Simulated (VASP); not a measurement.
# AlP (lda) (F-43m) in VASP: further runs

The runs below take AlP (lda) through single point, relaxation of cell and atoms, with LDA.

All numbers are computed with VASP 6.6.1; they aren't measurements. Logs are shortened: lines on timing, memory, paths and dates and some standing lists are left out, and cuts for length are marked.

### 1 The cell of the first run

Symmetry: F-43m, No. 216, cubic system. Conventional cell: a = 5.434 Å, b = 5.434 Å, c = 5.434 Å, α = 90.00°, β = 90.00°, γ = 90.00°. Within 3.1 Å of Al (site symmetry -43m) lie 4 P at 2.35 Å. P (site symmetry -43m) has 4 Al at 2.35 Å within 3.1 Å.

### 2 Single point, LDA

Contents of INCAR:

```
PREC = Accurate
ENCUT = 500
EDIFF = 1E-6
ISMEAR = 0
SIGMA = 0.01
LREAL = F
LASPH = T
NELM = 120
ALGO = Normal
ISIF = 2
LWAVE = F
LCHARG = F
GGA = CA
NBANDS = 11
GGA_COMPAT = F
```

Contents of KPOINTS:

```
regular mesh
0
Gamma
  8 8 8
```

Contents of POSCAR:

```
AlP
1.0
    0.0000000000      2.7168924622      2.7168924622
    2.7168924622      0.0000000000      2.7168924622
    2.7168924622      2.7168924622      0.0000000000
Al P
1 1
Direct
    0.0000000000      0.0000000000      0.0000000000
    0.2500000000      0.2500000000      0.2500000000
```

Potentials or basis: VASP PAW LDA potentials, release 64 (Al, P).

On the command line:

```sh
> cat potpaw_LDA.64/Al/POTCAR potpaw_LDA.64/P/POTCAR > POTCAR
> mpirun -np 1 vasp_std > vasp.out
```

OUTCAR:

```text
PREC = Accurate
   ENCUT = 500
   EDIFF = 1E-6
   ISMEAR = 0
   LREAL = F
   LASPH = T
   NELM = 120
   ISIF = 2
   GGA = CA

 ion  position               nearest neighbor table
   1  0.000  0.000  0.000-   2 2.35   2 2.35   2 2.35   2 2.35
   2  0.250  0.250  0.250-   1 2.35   1 2.35   1 2.35   1 2.35

  LATTYP: Found a face centered cubic cell.
 ALAT       =     5.4337849244

  Lattice vectors:

 A1 = (   0.0000000000,   2.7168924622,   2.7168924622)
 A2 = (   2.7168924622,   0.0000000000,   2.7168924622)
 A3 = (   2.7168924622,   2.7168924622,   0.0000000000)

Analysis of symmetry for initial positions (statically):
=====================================================================
 Subroutine PRICEL returns:
 Original cell was already a primitive cell.

 Routine SETGRP: Setting up the symmetry group for a
 face centered cubic supercell.

 Subroutine GETGRP returns: Found 24 space group operations
 (whereof 24 operations were pure point group operations)
 out of a pool of 48 trial point group operations.

The static configuration has the point symmetry T_d .

Analysis of symmetry for dynamics (positions and initial velocities):
=====================================================================
 Subroutine PRICEL returns:
 Original cell was already a primitive cell.

 Routine SETGRP: Setting up the symmetry group for a
 face centered cubic supercell.

 Subroutine GETGRP returns: Found 24 space group operations
 (whereof 24 operations were pure point group operations)
 out of a pool of 48 trial point group operations.

The dynamic configuration has the point symmetry T_d .

 Subroutine INISYM returns: Found 24 space group operations
 (whereof 24 operations are pure point group operations),
 and found     1 'primitive' translations

----------------------------------------------------------------------------------------

                                     Primitive cell

  volume of cell :      40.1095

  direct lattice vectors                    reciprocal lattice vectors
     0.000000000  2.716892462  2.716892462    -0.184033784  0.184033784  0.184033784
     2.716892462  0.000000000  2.716892462     0.184033784 -0.184033784  0.184033784
     2.716892462  2.716892462  0.000000000     0.184033784  0.184033784 -0.184033784

  length of vectors
     3.842266168  3.842266168  3.842266168     0.318755864  0.318755864  0.318755864

  position of ions in fractional coordinates (direct lattice)
     0.000000000  0.000000000  0.000000000
     0.250000000  0.250000000  0.250000000

  ion indices of the primitive-cell ions
   primitive index   ion index
                 1           1
                 2           2

----------------------------------------------------------------------------------------

 KPOINTS: regular mesh

Automatic generation of k-mesh.
 Grid dimensions read from file:
 generate k-points for:    8    8    8

 Generating k-lattice:

  Cartesian coordinates                     Fractional coordinates (reciprocal lattice)
    -0.023004223  0.023004223  0.023004223     0.125000000  0.000000000  0.000000000
     0.023004223 -0.023004223  0.023004223     0.000000000  0.125000000  0.000000000
     0.023004223  0.023004223 -0.023004223     0.000000000  0.000000000  0.125000000

  Length of vectors
     0.039844483  0.039844483  0.039844483

  Shift w.r.t. Gamma in fractional coordinates (k-lattice)
     0.000000000  0.000000000  0.000000000

 Subroutine IBZKPT returns following result:
 ===========================================

 Found     29 irreducible k-points:

 Following reciprocal coordinates:
            Coordinates               Weight
  0.000000  0.000000  0.000000      1.000000
  0.125000  0.000000  0.000000      8.000000
  0.250000  0.000000  0.000000      8.000000
  0.375000  0.000000  0.000000      8.000000
  0.500000  0.000000  0.000000      4.000000
  0.125000  0.125000  0.000000      6.000000
[... 16 lines left out ...]
  0.500000  0.250000  0.125000     48.000000
 -0.375000  0.250000  0.125000     24.000000
 [... further k-points ...]
   k-points           NKPTS =     29   k-points in BZ     NKDIM =     29   number of bands    NBANDS=     11
   number of dos      NEDOS =    301   number of ions     NIONS =      2
   total plane-waves  NPLWV =  21952
   dimension x,y,z NGX =    28 NGY =   28 NGZ =   28
   dimension x,y,z NGXF=    56 NGYF=   56 NGZF=   56
   ions per type =               1   1
   NGX,Y,Z   is equivalent  to a cutoff of  12.11, 12.11, 12.11 a.u.
   NGXF,Y,Z  is equivalent  to a cutoff of  24.23, 24.23, 24.23 a.u.
 SYSTEM =  unknown system
   PREC   = accura    normal or accurate (medium, high low for compatibility)
   ISTART =      0    job   : 0-new  1-cont  2-samecut
   ICHARG =      2    charge: 1-file 2-atom 10-const
   ISPIN  =      1    spin polarized calculation?
   LNONCOLLINEAR =      F non collinear calculations
   LSORBIT =      F    spin-orbit coupling
   LASPH  =      T    aspherical Exc in radial PAW
   ENCUT  =  500.0 eV  36.75 Ry    6.06 a.u.   7.01  7.01  7.01*2*pi/ulx,y,z
   NELM   =    120;   NELMIN=  2; NELMDL= -5     # of ELM steps
   EDIFF  = 0.1E-05   stopping-criterion for ELM
   LREAL  =      F    real-space projection
   EDIFFG = 0.1E-04   stopping-criterion for IOM
   NSW    =      0    number of steps for IOM
   IBRION =     -1    ionic relax: 0-MD 1-quasi-New 2-CG
   NFREE  =      0    steps in history (QN), initial steepest desc. (CG)
   ISIF   =      2    stress and relaxation
   ISYM   =      2    0-nonsym 1-usesym 2-fastsym
   POTIM  = 0.5000    time-step for ionic-motion
   TEBEG  =    0.0;   TEEND  =   0.0 temperature during run
   PSTRESS=    0.0 pullay stress
   NELECT =       8.0000    total number of electrons
   NUPDOWN=      -1.0000    fix difference up-down
   EMIN   =  10.00;   EMAX   =-10.00  energy-range for DOS
   EFERMI =   0.00;   METHOD = LEGACY
   ISMEAR =     0;   SIGMA  =   0.01  broadening in eV -4-tet -1-fermi 0-gaus
   EFERMI_NEDOS =   21; number of points for ismear=-14 and -15
   IALGO  =     38    algorithm
   IMIX   =      4    mixing-type and parameters
     AMIX     =   0.40;   BMIX     =  1.00
     AMIX_MAG =   1.60;   BMIX_MAG =  1.00
  volume/ion in A,a.u.               =      20.05       135.34
  Fermi-wavevector in a.u.,A,eV,Ry     =   0.956509  1.807540 12.448098  0.914909
  Thomas-Fermi vector in A             =   2.085443
   LORBIT       =      0    0 simple, 1 ext, 2 COOP (PROOUT), +10 PAW based schemes
   GGA     = CA    functional components
   LHFCALC =     F    Hartree Fock is set to
   AEXX    =    0.0000 exact exchange contribution
   IVDW    =     0    specifies the selected vdW correction
   LEPSILON=     F    determine dielectric tensor
   LRPA    =     F    only Hartree local field effects (RPA)
 non-spin polarized calculation
 Gauss-broadening in eV      SIGMA  =   0.01
  energy-cutoff  :      500.00
  volume of cell :       40.11
 maximum number of plane-waves:      1036
   NGX = 13   NGY = 13   NGZ = 13

 number of electron       8.0000000 magnetization

 Free energy of the ion-electron system (eV)
  ---------------------------------------------------
  ext. energy  EPLUGINS =         0.00000000
  ---------------------------------------------------
  free energy    TOTEN  =       -11.41224683 eV

  energy without entropy =      -11.41224683  energy(sigma->0) =      -11.41224683

 E-fermi :   4.6894     XC(G=0):  -9.5038

 val. band max:        4.5840202161   @ k =   0.0000   0.0000   0.0000
 cond. band min:       5.9978040707   @ k =   0.5000   0.5000   0.0000
 fundamental gap:      1.4137838547
 Fermi energy:         4.6893926264

 k-point     1 :       0.0000    0.0000    0.0000
  band No.  band energies     occupation
      1      -7.0047      2.00000
      2       4.5840      2.00000
      3       4.5840      2.00000
      4       4.5840      2.00000
      5       7.8260      0.00000
      6       9.0764      0.00000
      7       9.0764      0.00000
      8       9.0764      0.00000
      9      13.4131      0.00000
     10      13.4131      0.00000
     11      14.6696      0.00000

 k-point     2 :       0.1250    0.0000    0.0000
  band No.  band energies     occupation
      1      -6.8284      2.00000
      2       3.3325      2.00000
      3       4.4319      2.00000
      4       4.4319      2.00000
      5       8.2298      0.00000
      6       9.3645      0.00000
      7       9.3645      0.00000
      8       9.6169      0.00000
      9      12.8959      0.00000
     10      12.8959      0.00000
     11      15.3159      0.00000

 k-point     3 :       0.2500    0.0000    0.0000
  band No.  band energies     occupation
      1      -6.3311      2.00000
      2       1.3479      2.00000
      3       4.1319      2.00000
      4       4.1319      2.00000
      5       7.8260      0.00000
      6       9.6683      0.00000
      7       9.6683      0.00000
      8      11.4582      0.00000
      9      12.8642      0.00000
     10      12.8642      0.00000
     11      14.7821      0.00000

 k-point     4 :       0.3750    0.0000    0.0000
  band No.  band energies     occupation
      1      -5.6577      2.00000
      2      -0.3284      2.00000
      3       3.8935      2.00000
      4       3.8935      2.00000
      5       7.4425      0.00000
      6       9.4671      0.00000
      7       9.4671      0.00000
      8      12.6242      0.00000
      9      14.2749      0.00000
     10      14.2749      0.00000
     11      15.0973      0.00000
[... 239 lines left out ...]
 k-point    22 :       0.3750    0.2500    0.1250
  band No.  band energies     occupation
      1      -5.9093      2.00000
      2       1.0317      2.00000
      3       2.6316      2.00000
      4       3.6471      2.00000
      5       8.3416      0.00000
      6       9.3491      0.00000
      7       9.9400      0.00000
      8      11.3489      0.00000
      9      12.8955      0.00000
     10      15.3559      0.00000
     11      17.4406      0.00000

 k-point    23 :       0.5000    0.2500    0.1250
  band No.  band energies     occupation
      1      -5.2908      2.00000
      2      -0.1076      2.00000
      3       2.0551      2.00000
      4       3.2517      2.00000
      5       8.4432      0.00000
      6       9.2931      0.00000
      7      10.5550      0.00000
      8      11.6405      0.00000
      9      14.0300      0.00000
     10      15.8589      0.00000
     11      17.3744      0.00000

 k-point    24 :      -0.3750    0.2500    0.1250
  band No.  band energies     occupation
      1      -4.9481      2.00000
      2      -0.6878      2.00000
      3       1.9203      2.00000
      4       3.0587      2.00000
      5       8.4424      0.00000
      6       9.0179      0.00000
      7      11.4312      0.00000
      8      12.2322      0.00000
      9      13.5225      0.00000
     10      15.9809      0.00000
     11      17.3189      0.00000

 [... further k-points ...]

------------------------ aborting loop because EDIFF is reached ----------------------------------------

  FORCE on cell =-STRESS in cart. coord.  units (eV):
  Direction    XX          YY          ZZ          XY          YZ          ZX
  --------------------------------------------------------------------------------------
  -------------------------------------------------------------------------------------
  Total        0.0148735      0.0148735      0.0148735      0.0000000      0.0000000     -0.0000000
  in kB        0.5941219      0.5941219      0.5941219      0.0000000      0.0000000     -0.0000000
  external PRESSURE =       0.5941219 kB  Pullay stress =       0.0000000 kB

 VOLUME and BASIS-vectors are now :
 -----------------------------------------------------------------------------
  energy-cutoff  :      500.00
  volume of cell :       40.11
      direct lattice vectors                 reciprocal lattice vectors
     0.000000000  2.716892462  2.716892462    -0.184033784  0.184033784  0.184033784
     2.716892462  0.000000000  2.716892462     0.184033784 -0.184033784  0.184033784
     2.716892462  2.716892462  0.000000000     0.184033784  0.184033784 -0.184033784

 POSITION                                       TOTAL-FORCE (eV/Angst)
 -----------------------------------------------------------------------------------
      0.00000      0.00000      0.00000        -0.000000     -0.000000     -0.000000
      1.35845      1.35845      1.35845         0.000000      0.000000      0.000000
 -----------------------------------------------------------------------------------
    total drift:                               -0.000000     -0.000000     -0.000000

  FREE ENERGIE OF THE ION-ELECTRON SYSTEM (eV)
  ---------------------------------------------------
  free  energy   TOTEN  =       -11.4122468326 eV

  energy  without entropy=      -11.4122468326  energy(sigma->0) =      -11.41224683
```

It took 14 s on 1 thread of Intel Xeon 8259CL, shared host; peak memory 0.14 GiB.

What came out:

```
Free energy            : -11.4122 eV
Pressure               : 0.1 GPa
Band gap on the k mesh : 1.41 eV, indirect (least direct gap 3.24 eV)
```

A k mesh can miss the band edges. As with any semilocal functional, this LDA gap is likely too small.

### 3 Relaxation of cell and atoms, LDA

This run uses another cell than the first one, of 20.39 Å³/atom, 1.017 times its volume.

Contents of INCAR:

```
PREC     = Accurate       # precision mode
ENCUT    = 500            # plane-wave cutoff, eV
EDIFF    = 1E-7           # SCF threshold, eV
ISMEAR   = 0              # smearing method
SIGMA    = 0.02           # smearing width, eV
LREAL    = F              # projectors in reciprocal space
LASPH    = T              # aspherical terms in the spheres
NELM     = 120            # most SCF steps
ALGO     = Normal         # electronic algorithm
ISIF     = 3              # what is computed and relaxed
LWAVE    = F              # write WAVECAR
LCHARG   = F              # write CHGCAR
GGA      = CA             # functional
IBRION   = 2              # ionic algorithm
NSW      = 100            # ionic steps
EDIFFG   = -0.002         # ionic threshold
GGA_COMPAT= F            
NELMIN   = 4
```

Contents of KPOINTS:

```
Automatic mesh
0
Gamma
  8 8 8
```

Contents of POSCAR:

```
AlP
1.0
    0.0000000000      2.7320000000      2.7320000000
    2.7320000000      0.0000000000      2.7320000000
    2.7320000000      2.7320000000      0.0000000000
Al P
1 1
Direct
    0.0000000000      0.0000000000      0.0000000000
    0.2500000000      0.2500000000      0.2500000000
```

Potentials or basis: VASP PAW LDA potentials, release 64 (Al, P).

On the command line:

```sh
> cat potpaw_LDA.64/Al/POTCAR potpaw_LDA.64/P/POTCAR > POTCAR
> mpirun -np 1 vasp_std > vasp.out
```

Wall time 25 s (1 thread of Intel Xeon 8259CL, shared host); peak memory 0.13 GiB.

The run converged. Its results:

- Free energy: -11.4123 eV
- Relaxed volume: 20.07 Å³/atom
- Relaxed cell: a = 3.843 Å, b = 3.843 Å, c = 3.843 Å, α = 60.00°, β = 60.00°, γ = 60.00°
- Space group after relaxing (to 0.05 Å): F-43m (No. 216)
- Energy gained by relaxing: 1.4 meV/atom
- Ionic steps: 3
- Pressure after relaxing: 0.0 GPa
- Band gap on the k mesh: 1.42 eV, indirect (least direct gap 3.24 eV)

Step by step:
```
step  energy change (eV)  largest force (eV/Å)  pressure (GPa)  volume (Å³)
   1              0.0000                0.0000           -1.40        40.78
   2             -0.0017                0.0000            0.91        39.74
   3             -0.0029                0.0000            0.00        40.14
```

Final structure:
```
CELL_PARAMETERS angstrom
0.00000 2.71750 2.71750
2.71750 0.00000 2.71750
2.71750 2.71750 0.00000
ATOMIC_POSITIONS crystal
Al 0.00000 0.00000 0.00000
P 0.25000 0.25000 0.25000
```

Levels at points of the mesh, in eV from the valence-band top:
```
           k point  band 2  band 3  band 4  band 5  band 6  band 7
(0.00, 0.00, 0.00)    0.00    0.00    0.00    3.24    4.49    4.49
(0.50, 0.00, 0.00)   -5.64   -0.78   -0.78    2.72    4.74    4.74
(0.50, 0.50, 0.00)   -5.40   -2.15   -2.15    1.42    2.33   11.00
```
